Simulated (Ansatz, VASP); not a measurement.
## One calculation of SrO, two programs

```xyz
2
Lattice="0.0000 2.5716 2.5716 2.5716 0.0000 2.5716 2.5716 2.5716 0.0000" Properties=species:S:1:pos:R:3 pbc="T T T"
Sr    0.0000    0.0000    0.0000
O     2.5716    2.5716    2.5716
```

Change from the starting cell: strained cell.

Alike in both runs: functional PBE; k mesh 6 × 6 × 6; occupations gaussian, width 0.02 eV; no spin polarisation.

Ansatz relaxed the structure, and its values are those at the end. VASP's run is a single point on that final structure, the one shown.

|  | VASP | Ansatz |
| --- | --- | --- |
| version | VASP 6.6.1 | Ansatz 0.2.0 |
| potentials or method | VASP PAW PBE potentials, release 64 (Sr_sv, O), cutoff 600 eV | scalar-relativistic, plane waves, PAW |
| valence electrons in the cell | 16 | 16 |

```tsv
	VASP	Ansatz	Ansatz less VASP
gap on the k mesh at the Fermi level (eV)	3.27	3.31	+0.048
least direct gap on the mesh (eV)	3.35	3.39	+0.038
pressure (GPa)	3.2	2.7	-0.48
```

Ansatz's warnings: stress scf threshold loose.
